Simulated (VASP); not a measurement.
# SrO in VASP: settings compared

Aim: see how the results for SrO move with the level of theory and the settings. Levels: r2SCAN, HSE06. Tasks: single point.

Everything below comes from runs of VASP 6.6.1. Logs are shortened: lines on timing, memory, paths and dates and some standing lists are left out, and cuts for length are marked.

## (1) The cell of the first run

The structure is trigonal, space group R-3m (No. 166). The conventional cell has a = 3.649 Å, b = 3.649 Å, c = 8.676 Å, α = 90.00°, β = 90.00°, γ = 120.00°. Sr (site symmetry -3m) has 6 O at 2.56 Å within 3.4 Å. O (site symmetry -3m) has 6 Sr at 2.56 Å within 3.4 Å.

## (2) Single point, r2SCAN (strain along [111] -2.9%)

File POSCAR:

```
SrO
1.0
   -0.0502219040      2.5296704226      2.5296704226
    2.5296704226     -0.0502219040      2.5296704226
    2.5296704226      2.5296704226     -0.0502219040
Sr O
1 1
Direct
    0.0000000000      0.0000000000      0.0000000000
    0.5000000000      0.5000000000      0.5000000000
```

File INCAR.step1:

```
SYSTEM = SrO
PREC = Accurate ; ENCUT = 520
ISMEAR = 0 ; SIGMA = 0.01
LREAL = .False. ; LASPH = .True.
NELM = 80 ; NBANDS = 15
GGA = PE ; ALGO = Normal
EDIFF = 1E-4 ; LWAVE = .True.
LCHARG = .False.
```

File INCAR.step2:

```
SYSTEM = SrO
PREC = Accurate ; ENCUT = 520
EDIFF = 1E-7 ; ISMEAR = 0
SIGMA = 0.01 ; LREAL = .False.
LASPH = .True. ; NELM = 80
ALGO = Normal ; ISIF = 2
LWAVE = .False. ; LCHARG = .False.
METAGGA = R2SCAN ; LMIXTAU = .True.
NBANDS = 15 ; ISTART = 1
```

File KPOINTS:

```
Automatic mesh
0
Gamma
  8 8 8
  0 0 0
```

Potentials or basis: VASP PAW PBE potentials, release 64 (Sr_sv, O).

Run with:

```bash
> cat potpaw_PBE.64/Sr_sv/POTCAR potpaw_PBE.64/O/POTCAR > POTCAR
> cp INCAR.step1 INCAR
> mpirun -np 1 vasp_std > vasp.out
> cp INCAR.step2 INCAR
> mpirun -np 1 vasp_std > vasp.out
```

OUTCAR:

```text
SYSTEM = SrO
   PREC = Accurate
   ENCUT = 520
   EDIFF = 1E-7
   ISMEAR = 0
   LREAL = .False.
   LASPH = .True.
   NELM = 80
   ISIF = 2
   METAGGA = R2SCAN
   ISTART = 1

 ion  position               nearest neighbor table
   1  0.000  0.000  0.000-   2 2.56   2 2.56   2 2.56   2 2.56   2 2.56   2 2.56
   2  0.500  0.500  0.500-   1 2.56   1 2.56   1 2.56   1 2.56   1 2.56   1 2.56

  LATTYP: Found a trigonal (rhomboedric) cell.
 ALAT       =     3.5778467175
 COS(alpha) =     0.4800522532

  Lattice vectors:

 A1 = (  -0.0502219040,   2.5296704226,   2.5296704226)
 A2 = (   2.5296704226,  -0.0502219040,   2.5296704226)
 A3 = (   2.5296704226,   2.5296704226,  -0.0502219040)

Analysis of symmetry for initial positions (statically):
=====================================================================
 Subroutine PRICEL returns:
 Original cell was already a primitive cell.

 Routine SETGRP: Setting up the symmetry group for a
 trigonal (rhombohedral) supercell.

 Subroutine GETGRP returns: Found 12 space group operations
 (whereof 12 operations were pure point group operations)
 out of a pool of 12 trial point group operations.

The static configuration has the point symmetry D_3d.

Analysis of symmetry for dynamics (positions and initial velocities):
=====================================================================
 Subroutine PRICEL returns:
 Original cell was already a primitive cell.

 Routine SETGRP: Setting up the symmetry group for a
 trigonal (rhombohedral) supercell.

 Subroutine GETGRP returns: Found 12 space group operations
 (whereof 12 operations were pure point group operations)
 out of a pool of 12 trial point group operations.

The dynamic configuration has the point symmetry D_3d.

 Subroutine INISYM returns: Found 12 space group operations
 (whereof 12 operations are pure point group operations),
 and found     1 'primitive' translations

----------------------------------------------------------------------------------------

                                     Primitive cell

  volume of cell :      33.3399

  direct lattice vectors                    reciprocal lattice vectors
    -0.050221904  2.529670423  2.529670423    -0.191863415  0.195749661  0.195749661
     2.529670423 -0.050221904  2.529670423     0.195749661 -0.191863415  0.195749661
     2.529670423  2.529670423 -0.050221904     0.195749661  0.195749661 -0.191863415

  length of vectors
     3.577846717  3.577846717  3.577846717     0.336819580  0.336819580  0.336819580

  position of ions in fractional coordinates (direct lattice)
[... 85 lines left out ...]
   ISIF   =      2    stress and relaxation
   ISYM   =      2    0-nonsym 1-usesym 2-fastsym
   POTIM  = 0.5000    time-step for ionic-motion
   TEBEG  =    0.0;   TEEND  =   0.0 temperature during run
   PSTRESS=    0.0 pullay stress
   NELECT =      16.0000    total number of electrons
   NUPDOWN=      -1.0000    fix difference up-down
   EMIN   =  10.00;   EMAX   =-10.00  energy-range for DOS
   EFERMI =   0.00;   METHOD = LEGACY
   ISMEAR =     0;   SIGMA  =   0.01  broadening in eV -4-tet -1-fermi 0-gaus
   EFERMI_NEDOS =   21; number of points for ismear=-14 and -15
   IALGO  =     38    algorithm
   IMIX   =      4    mixing-type and parameters
     AMIX     =   0.40;   BMIX     =  1.00
     AMIX_MAG =   1.60;   BMIX_MAG =  1.00
  volume/ion in A,a.u.               =      16.67       112.49
  Fermi-wavevector in a.u.,A,eV,Ry     =   1.281720  2.422100 22.351751  1.642807
  Thomas-Fermi vector in A             =   2.414074
   LORBIT       =      0    0 simple, 1 ext, 2 COOP (PROOUT), +10 PAW based schemes
   METAGGA = R2SCAN    functional components
   LHFCALC =     F    Hartree Fock is set to
   AEXX    =    0.0000 exact exchange contribution
   IVDW    =     0    specifies the selected vdW correction
   LEPSILON=     F    determine dielectric tensor
   LRPA    =     F    only Hartree local field effects (RPA)
 non-spin polarized calculation
 Gauss-broadening in eV      SIGMA  =   0.01
  energy-cutoff  :      520.00
  volume of cell :       33.34
 maximum number of plane-waves:       914
   NGX = 13   NGY = 13   NGZ = 13

 number of electron      15.9999997 magnetization

 Free energy of the ion-electron system (eV)
  ---------------------------------------------------
  ext. energy  EPLUGINS =         0.00000000
  ---------------------------------------------------
  free energy    TOTEN  =       -27.03589611 eV

  energy without entropy =      -27.03589611  energy(sigma->0) =      -27.03589611

 E-fermi :   1.6393     XC(G=0): -10.6863

 val. band max:        1.4778456445   @ k =   0.0000   0.0000   0.0000
 cond. band min:       5.1633087479   @ k =   0.5000   0.5000  -0.0000
 fundamental gap:      3.6854631035
 Fermi energy:         1.6392907060

 k-point     1 :       0.0000    0.0000    0.0000
  band No.  band energies     occupation
      1     -31.9761      2.00000
      2     -14.6163      2.00000
      3     -12.9813      2.00000
      4     -12.9813      2.00000
      5     -12.9682      2.00000
      6       1.4174      2.00000
      7       1.4174      2.00000
      8       1.4778      2.00000
      9       6.2325      0.00000
     10       8.1179      0.00000
     11       8.1179      0.00000
     12       8.5250      0.00000
     13      10.6287      0.00000
     14      10.6287      0.00000
[... 401 lines left out ...]
      2     -15.5928      2.00000
      3     -13.1790      2.00000
      4     -13.0007      2.00000
      5     -12.2386      2.00000
      6      -0.1402      2.00000
      7       0.4435      2.00000
      8       1.0328      2.00000
      9       7.8469      0.00000
     10       8.9991      0.00000
     11       9.4911      0.00000
     12      10.7411      0.00000
     13      12.6027      0.00000
     14      12.9842      0.00000
     15      18.6868      0.00000

 [... further k-points ...]
[... 5 lines left out ...]
  --------------------------------------------------------------------------------------
  -------------------------------------------------------------------------------------
  Total        0.7327439      0.7327439      0.7327439      0.2115665      0.2115665      0.2115665
  in kB       35.2126151     35.2126151     35.2126151     10.1670032     10.1670032     10.1670032
  external PRESSURE =      35.2126151 kB  Pullay stress =       0.0000000 kB

 VOLUME and BASIS-vectors are now :
 -----------------------------------------------------------------------------
  energy-cutoff  :      520.00
  volume of cell :       33.34
      direct lattice vectors                 reciprocal lattice vectors
    -0.050221904  2.529670423  2.529670423    -0.191863415  0.195749661  0.195749661
     2.529670423 -0.050221904  2.529670423     0.195749661 -0.191863415  0.195749661
     2.529670423  2.529670423 -0.050221904     0.195749661  0.195749661 -0.191863415

 POSITION                                       TOTAL-FORCE (eV/Angst)
 -----------------------------------------------------------------------------------
      0.00000      0.00000      0.00000        -0.000000     -0.000000     -0.000000
      2.50456      2.50456      2.50456         0.000000      0.000000      0.000000
 -----------------------------------------------------------------------------------
    total drift:                                0.000000      0.000000      0.000000

  FREE ENERGIE OF THE ION-ELECTRON SYSTEM (eV)
  ---------------------------------------------------
  free  energy   TOTEN  =       -27.0358961066 eV

  energy  without entropy=      -27.0358961066  energy(sigma->0) =      -27.03589611
```

OSZICAR.step1:

```text
N       E                     dE             d eps       ncg     rms          rms(c)
DAV:   1     0.674236733950E+02    0.67424E+02   -0.84704E+03  1950   0.105E+03
DAV:   2    -0.111428866664E+02   -0.78567E+02   -0.72011E+02  2705   0.222E+02
DAV:   3    -0.141693059836E+02   -0.30264E+01   -0.30088E+01  2583   0.390E+01
DAV:   4    -0.142236055563E+02   -0.54300E-01   -0.54297E-01  2444   0.499E+00
DAV:   5    -0.142248552809E+02   -0.12497E-02   -0.12497E-02  2499   0.568E-01    0.171E+01
DAV:   6    -0.121585419187E+02    0.20663E+01   -0.65816E+00  1992   0.197E+01    0.201E+01
DAV:   7    -0.120257761535E+02    0.13277E+00   -0.28074E-01  2391   0.476E+00    0.117E+01
DAV:   8    -0.120148913761E+02    0.10885E-01   -0.11529E-01  2573   0.337E+00    0.497E-01
DAV:   9    -0.120164002768E+02   -0.15089E-02   -0.55369E-03  2464   0.475E-01    0.230E-01
DAV:  10    -0.120168671322E+02   -0.46686E-03   -0.44786E-04  2118   0.196E-01    0.801E-02
DAV:  11    -0.120169996182E+02   -0.13249E-03   -0.12524E-04  1985   0.839E-02    0.286E-02
DAV:  12    -0.120170167190E+02   -0.17101E-04   -0.27585E-05  1542   0.389E-02
   1 F= -.12017017E+02 E0= -.12017017E+02  d E =-.567716E-98
```

It took 2.4 min on 1 thread of Intel Xeon Platinum 8375C at 2.90GHz (Ice Lake), shared host; peak memory 0.18 GiB.

Results:

```yaml
Free_energy: -27.0359 eV
Pressure: 3.5 GPa
Band_gap_on_the_k_mesh: 3.69 eV, indirect (least direct gap 3.77 eV)
```

Stress tensor (GPa, compression positive):
```
3.52 1.02 1.02
1.02 3.52 1.02
1.02 1.02 3.52
```

Caveat: the cell differs from its parent crystal (strain along [111] -2.9%); the PAW data sets were made with another functional, which shifts forces and pressure a little.

## (3) Single point, HSE06 (strain -3.6%)

File POSCAR:

```
SrO
1.0
    0.0000000000      2.4877901705      2.4877901705
    2.4877901705      0.0000000000      2.4877901705
    2.4877901705      2.4877901705      0.0000000000
Sr O
1 1
Direct
    0.0000000000      0.0000000000      0.0000000000
    0.5000000000      0.5000000000      0.5000000000
```

File INCAR.step1:

```
PREC = Accurate
ENCUT = 520
EDIFF = 1E-5
ISMEAR = 0
SIGMA = 0.01
LREAL = F
LASPH = T
NELM = 60
ALGO = Normal
ISIF = 2
LWAVE = T
LCHARG = F
GGA = PE
NBANDS = 15
```

File INCAR.step2:

```
PREC = Accurate
ENCUT = 520
EDIFF = 1E-6
ISMEAR = 0
SIGMA = 0.01
LREAL = F
LASPH = T
NELM = 60
ALGO = Normal
ISIF = 2
LWAVE = F
LCHARG = F
GGA = PE
LHFCALC = T
HFSCREEN = 0.2079
PRECFOCK = Normal
ISTART = 1
NBANDS = 15
```

File KPOINTS:

```
Automatic mesh
0
Gamma
  6 6 6
```

Potentials or basis: VASP PAW PBE potentials, release 64 (Sr_sv, O).

Run with:

```bash
> cat potpaw_PBE.64/Sr_sv/POTCAR potpaw_PBE.64/O/POTCAR > POTCAR
> cp INCAR.step1 INCAR
> mpirun -np 1 vasp_std > vasp.out
> cp INCAR.step2 INCAR
> mpirun -np 1 vasp_std > vasp.out
```

Run time: 28 min. Hardware: 1 thread of Intel Xeon Platinum 8375C at 2.90GHz (Ice Lake), shared host; peak memory 0.27 GiB.

Results (log left out):

| Quantity | Value |
| --- | --- |
| Free energy | -14.0460 eV |
| Pressure | 13.2 GPa |
| Band gap on the k mesh | 4.69 eV, indirect (least direct gap 4.70 eV) |

Levels at points of the mesh, in eV from the valence-band top:
| k point | band 4 | band 5 | band 6 | band 7 | band 8 | band 9 | band 10 | band 11 | band 12 | band 13 |
| --- | --- | --- | --- | --- | --- | --- | --- | --- | --- | --- |
| (0.00, 0.00, 0.00) | -14.20 | -14.20 | 0.00 | 0.00 | 0.00 | 6.28 | 8.11 | 8.11 | 8.11 | 10.59 |
| (0.50, 0.00, 0.00) | -14.30 | -13.11 | -2.47 | -1.42 | -1.42 | 8.73 | 10.87 | 11.34 | 11.34 | 15.03 |
| (0.50, 0.50, 0.00) | -14.74 | -14.74 | -0.26 | -0.01 | -0.01 | 4.69 | 10.41 | 12.75 | 13.15 | 13.95 |

Caveat: the cell differs from its parent crystal (strain -3.6%); the PAW data sets were made with another functional, which shifts forces and pressure a little. A k mesh can miss the band edges.
